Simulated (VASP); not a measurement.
# Hg (R-3m) in VASP: notebook

The runs below take Hg through electric field gradients, with LDA.

All numbers are computed with VASP 6.6.1; they aren't measurements. Logs are shortened: lines on timing, memory, paths and dates and some standing lists are left out, and cuts for length are marked.

## (1) The cell of the first run

The structure is trigonal, space group R-3m (No. 166). Conventional cell: a = 3.506 Å, b = 3.506 Å, c = 6.790 Å, α = 90.00°, β = 90.00°, γ = 120.00°. Hg (site symmetry -3m) has 12 Hg at 3.04 to 3.51 Å within 4.0 Å.

## (2) Electric field gradients, LDA (24.09 Å³/atom)

File INCAR:

```
SYSTEM = Hg
PREC = Accurate
ENCUT = 410
EDIFF = 1E-8
ISMEAR = -1
SIGMA = 0.03
LREAL = .FALSE.
LASPH = .TRUE.
NELM = 120
ALGO = Normal
ISIF = 2
LWAVE = .FALSE.
LCHARG = .FALSE.
LEFG = .TRUE.
NBANDS = 16
GGA_COMPAT = .FALSE.
```

File KPOINTS:

```
regular mesh
0
G
  12 12 12
  0 0 0
```

File POSCAR:

```
Hg
1.0
    1.7527662299      1.0119600547      2.2633981081
   -1.7527662299      1.0119600547      2.2633981081
    0.0000000000     -2.0239201093      2.2633981081
Hg
1
Direct
    0.0000000000      0.0000000000      0.0000000000
```

Potentials or basis: VASP PAW LDA potentials, release 64 (Hg_sv_GW).

The run is started by

```
$ cat potpaw_LDA.64/Hg_sv_GW/POTCAR > POTCAR
$ mpirun -np 1 vasp_std > vasp.out
```

OUTCAR:

```text
SYSTEM = Hg
   PREC = Accurate
   ENCUT = 410
   EDIFF = 1E-8
   ISMEAR = -1
   LREAL = .FALSE.
   LASPH = .TRUE.
   NELM = 120
   ISIF = 2

 ion  position               nearest neighbor table
   1  0.000  0.000  0.000-

  LATTYP: Found a trigonal (rhomboedric) cell.
 ALAT       =     3.0363174414
 COS(alpha) =     0.3335253404

  Lattice vectors:

 A1 = (   1.7527662299,   1.0119600547,   2.2633981081)
 A2 = (  -1.7527662299,   1.0119600547,   2.2633981081)
 A3 = (   0.0000000000,  -2.0239201093,   2.2633981081)

Analysis of symmetry for initial positions (statically):
=====================================================================
 Subroutine PRICEL returns:
 Original cell was already a primitive cell.

 Routine SETGRP: Setting up the symmetry group for a
 trigonal (rhombohedral) supercell.

 Subroutine GETGRP returns: Found 12 space group operations
 (whereof 12 operations were pure point group operations)
 out of a pool of 12 trial point group operations.

The static configuration has the point symmetry D_3d.

Analysis of symmetry for dynamics (positions and initial velocities):
=====================================================================
 Subroutine PRICEL returns:
 Original cell was already a primitive cell.

 Routine SETGRP: Setting up the symmetry group for a
 trigonal (rhombohedral) supercell.

 Subroutine GETGRP returns: Found 12 space group operations
 (whereof 12 operations were pure point group operations)
 out of a pool of 12 trial point group operations.

The dynamic configuration has the point symmetry D_3d.

 Subroutine INISYM returns: Found 12 space group operations
 (whereof 12 operations are pure point group operations),
 and found     1 'primitive' translations

----------------------------------------------------------------------------------------

                                     Primitive cell

  volume of cell :      24.0879

  direct lattice vectors                    reciprocal lattice vectors
     1.752766230  1.011960055  2.263398108     0.285263369  0.164696883  0.147271190
    -1.752766230  1.011960055  2.263398108    -0.285263369  0.164696883  0.147271190
     0.000000000 -2.023920109  2.263398108     0.000000000 -0.329393766  0.147271190

  length of vectors
     3.036317441  3.036317441  3.036317441     0.360817206  0.360817206  0.360817206

  position of ions in fractional coordinates (direct lattice)
     0.000000000  0.000000000  0.000000000

  ion indices of the primitive-cell ions
   primitive index   ion index
                 1           1

----------------------------------------------------------------------------------------

 KPOINTS: regular mesh

Automatic generation of k-mesh.
 Grid dimensions read from file:
 generate k-points for:   12   12   12

 Generating k-lattice:

  Cartesian coordinates                     Fractional coordinates (reciprocal lattice)
     0.023771947  0.013724740  0.012272599     0.083333333  0.000000000  0.000000000
    -0.023771947  0.013724740  0.012272599     0.000000000  0.083333333  0.000000000
     0.000000000 -0.027449480  0.012272599     0.000000000  0.000000000  0.083333333

  Length of vectors
     0.030068101  0.030068101  0.030068101

  Shift w.r.t. Gamma in fractional coordinates (k-lattice)
     0.000000000  0.000000000  0.000000000

 Subroutine IBZKPT returns following result:
 ===========================================

 Found    189 irreducible k-points:

 Following reciprocal coordinates:
            Coordinates               Weight
  0.000000  0.000000  0.000000      1.000000
  0.083333  0.000000 -0.000000      6.000000
  0.166667  0.000000 -0.000000      6.000000
  0.250000  0.000000 -0.000000      6.000000
  0.333333  0.000000 -0.000000      6.000000
  0.416667  0.000000 -0.000000      6.000000
[... 16 lines left out ...]
  0.500000  0.166667 -0.000000     12.000000
 -0.416667  0.166667  0.000000     12.000000
 [... further k-points ...]
   k-points           NKPTS =    189   k-points in BZ     NKDIM =    189   number of bands    NBANDS=     16
   number of dos      NEDOS =    301   number of ions     NIONS =      1
   total plane-waves  NPLWV =   8000
   dimension x,y,z NGX =    20 NGY =   20 NGZ =   20
   dimension x,y,z NGXF=    40 NGYF=   40 NGZF=   40
   ions per type =               1
   NGX,Y,Z   is equivalent  to a cutoff of  10.95, 10.95, 10.95 a.u.
   NGXF,Y,Z  is equivalent  to a cutoff of  21.90, 21.90, 21.90 a.u.
 SYSTEM =  Hg
   PREC   = accura    normal or accurate (medium, high low for compatibility)
   ISTART =      0    job   : 0-new  1-cont  2-samecut
   ICHARG =      2    charge: 1-file 2-atom 10-const
   ISPIN  =      1    spin polarized calculation?
   LNONCOLLINEAR =      F non collinear calculations
   LSORBIT =      F    spin-orbit coupling
   LASPH  =      T    aspherical Exc in radial PAW
   ENCUT  =  410.0 eV  30.13 Ry    5.49 a.u.   5.01  5.01  5.01*2*pi/ulx,y,z
   NELM   =    120;   NELMIN=  2; NELMDL= -5     # of ELM steps
   EDIFF  = 0.1E-07   stopping-criterion for ELM
   LREAL  =      F    real-space projection
   EDIFFG = 0.1E-06   stopping-criterion for IOM
   NSW    =      0    number of steps for IOM
   IBRION =     -1    ionic relax: 0-MD 1-quasi-New 2-CG
   NFREE  =      0    steps in history (QN), initial steepest desc. (CG)
   ISIF   =      2    stress and relaxation
   ISYM   =      2    0-nonsym 1-usesym 2-fastsym
   POTIM  = 0.5000    time-step for ionic-motion
   TEBEG  =    0.0;   TEEND  =   0.0 temperature during run
   PSTRESS=    0.0 pullay stress
   NELECT =      20.0000    total number of electrons
   NUPDOWN=      -1.0000    fix difference up-down
   EMIN   =  10.00;   EMAX   =-10.00  energy-range for DOS
   EFERMI =   0.00;   METHOD = LEGACY
   ISMEAR =    -1;   SIGMA  =   0.03  broadening in eV -4-tet -1-fermi 0-gaus
   EFERMI_NEDOS =   21; number of points for ismear=-14 and -15
   IALGO  =     38    algorithm
   IMIX   =      4    mixing-type and parameters
     AMIX     =   0.40;   BMIX     =  1.00
     AMIX_MAG =   1.60;   BMIX_MAG =  1.00
  volume/ion in A,a.u.               =      24.09       162.55
  Fermi-wavevector in a.u.,A,eV,Ry     =   1.538692  2.907706 32.212779  2.367572
  Thomas-Fermi vector in A             =   2.645025
   LORBIT       =      0    0 simple, 1 ext, 2 COOP (PROOUT), +10 PAW based schemes
   GGA     = CA    functional components
   LHFCALC =     F    Hartree Fock is set to
   AEXX    =    0.0000 exact exchange contribution
   IVDW    =     0    specifies the selected vdW correction
   LEPSILON=     F    determine dielectric tensor
   LRPA    =     F    only Hartree local field effects (RPA)
 non-spin polarized calculation
  energy-cutoff  :      410.00
  volume of cell :       24.09
 maximum number of plane-waves:       488
   NGX =  9   NGY =  9   NGZ =  9

 number of electron      19.9999991 magnetization

 Free energy of the ion-electron system (eV)
  ---------------------------------------------------
  ext. energy  EPLUGINS =         0.00000000
  ---------------------------------------------------
  free energy    TOTEN  =        -0.94765205 eV

  energy without entropy =       -0.94672347  energy(sigma->0) =       -0.94718776

 E-fermi :   5.3803     XC(G=0): -11.5754

 val. band max:        5.3770552345   @ k =   0.5000   0.5000  -0.0000
 cond. band min:       5.4144866348   @ k =  -0.4167   0.4167   0.0000
 fundamental gap:      0.0374314003
 Fermi energy:         5.3802658682

 k-point     1 :       0.0000    0.0000    0.0000
  band No.  band energies     occupation
      1    -108.9327      2.00000
      2     -57.5406      2.00000
      3     -57.5346      2.00000
      4     -57.5346      2.00000
      5      -3.5650      2.00000
      6      -2.0944      2.00000
[... 8 lines left out ...]
     15      23.4704      0.00000
     16      23.4704      0.00000

 k-point     2 :       0.0833    0.0000   -0.0000
  band No.  band energies     occupation
      1    -108.9334      2.00000
      2     -57.5441      2.00000
      3     -57.5368      2.00000
      4     -57.5350      2.00000
      5      -3.4136      2.00000
      6      -2.0843      2.00000
[... 8 lines left out ...]
     15      23.2594      0.00000
     16      24.0484      0.00000

 k-point     3 :       0.1667    0.0000   -0.0000
  band No.  band energies     occupation
      1    -108.9330      2.00000
      2     -57.5511      2.00000
      3     -57.5380      2.00000
      4     -57.5347      2.00000
      5      -3.0332      2.00000
      6      -2.0637      2.00000
[... 8 lines left out ...]
     15      22.8258      0.00000
     16      24.1447      0.00000
[... 362 lines left out ...]
 k-point    23 :       0.5000    0.1667   -0.0000
  band No.  band energies     occupation
      1    -108.9320      2.00000
      2     -57.5862      2.00000
      3     -57.5464      2.00000
      4     -57.5358      2.00000
      5      -2.4113      2.00000
      6      -1.8912      2.00000
[... 8 lines left out ...]
     15      22.7804      0.00000
     16      24.1020      0.00000

 k-point    24 :      -0.4167    0.1667    0.0000
  band No.  band energies     occupation
      1    -108.9319      2.00000
      2     -57.5832      2.00000
      3     -57.5474      2.00000
      4     -57.5355      2.00000
      5      -2.3859      2.00000
      6      -1.9200      2.00000
[... 8 lines left out ...]
     15      23.6908      0.00000
     16      24.3295      0.00000

 [... further k-points ...]
[... 5 lines left out ...]
  --------------------------------------------------------------------------------------
  -------------------------------------------------------------------------------------
  Total       -0.7751999     -0.7751999     -1.0654778      0.0000000     -0.0000000      0.0000000
  in kB      -51.5614014    -51.5614014    -70.8688564      0.0000000     -0.0000000      0.0000000
  external PRESSURE =     -57.9972197 kB  Pullay stress =       0.0000000 kB

 VOLUME and BASIS-vectors are now :
 -----------------------------------------------------------------------------
  energy-cutoff  :      410.00
  volume of cell :       24.09
      direct lattice vectors                 reciprocal lattice vectors
     1.752766230  1.011960055  2.263398108     0.285263369  0.164696883  0.147271190
    -1.752766230  1.011960055  2.263398108    -0.285263369  0.164696883  0.147271190
     0.000000000 -2.023920109  2.263398108     0.000000000 -0.329393766  0.147271190

 POSITION                                       TOTAL-FORCE (eV/Angst)
 -----------------------------------------------------------------------------------
      0.00000      0.00000      0.00000         0.000000     -0.000000     -0.000000
 -----------------------------------------------------------------------------------
    total drift:                               -0.000000     -0.000000      0.000000

  FREE ENERGIE OF THE ION-ELECTRON SYSTEM (eV)
  ---------------------------------------------------
  free  energy   TOTEN  =        -0.9476520500 eV

  energy  without entropy=       -0.9467234650  energy(sigma->0) =       -0.94718776

 Electric field gradients (V/A^2)
---------------------------------------------------------------------
 ion       V_xx      V_yy      V_zz      V_xy      V_xz      V_yz
---------------------------------------------------------------------
   1      61.757    61.757  -123.513    -0.000     0.000    -0.000
---------------------------------------------------------------------

 Electric field gradients after diagonalization (V/A^2)
 (convention: |V_zz| > |V_xx| > |V_yy|)
----------------------------------------------------------------------
 ion       V_xx      V_yy      V_zz     asymmetry (V_yy - V_xx)/ V_zz
----------------------------------------------------------------------
   1      61.757    61.757  -123.513       0.000
----------------------------------------------------------------------

           NMR quadrupolar parameters

 Cq : quadrupolar parameter    Cq=e*Q*V_zz/h
 eta: asymmetry parameters     (V_yy - V_xx)/ V_zz
 Q  : nuclear electric quadrupole moment in mb (millibarn)
----------------------------------------------------------------------
 ion       Cq(MHz)       eta       Q (mb)
----------------------------------------------------------------------
   1      -0.299       0.000       1.000
----------------------------------------------------------------------
```

It took 47 s on 1 thread of Intel Xeon Platinum 8259CL at 2.50GHz (Skylake/Cascade Lake), shared host; peak memory 0.17 GiB.

What came out:

- Free energy: -0.9477 eV
- Pressure: -5.8 GPa
- Band gap on the k mesh: zero (bands 10 and 11 overlap by 2.91 eV)
- Largest electric field gradient by atom: Hg -123.5 V/Å²

Levels at points of the mesh, in eV from the Fermi level:
```csv
k point,band 7,band 8,band 9,band 10,band 11,band 12,band 13,band 14
"(0.00, 0.00, 0.00)",-7.47,-6.24,-6.08,-6.08,11.74,12.25,12.25,16.89
"(0.50, 0.00, 0.00)",-6.25,-6.13,-5.77,-2.15,-1.81,11.93,12.25,16.37
"(0.50, 0.50, 0.00)",-6.00,-5.82,-5.33,0.00,0.71,4.68,9.71,10.00
"(0.50, 0.50, 0.50)",-7.10,-5.42,-5.42,-0.05,1.21,9.11,9.11,10.74
```

Electric field gradients, principal values (V/Å²):
```csv
atom,least,middle,greatest (by size)
1 Hg,61.757,61.757,-123.513
```

Caveat: the cell stands under tension; without QUAD_EFG the Cq values of the log hold for a quadrupole moment of 1 mb, not for the nuclei; spin-orbit coupling is left out, which moves the levels of the heavy elements.

(Part 1 of 2 ends here.)

The gap in the log of VASP goes by the Fermi energy; the results here count the filled bands.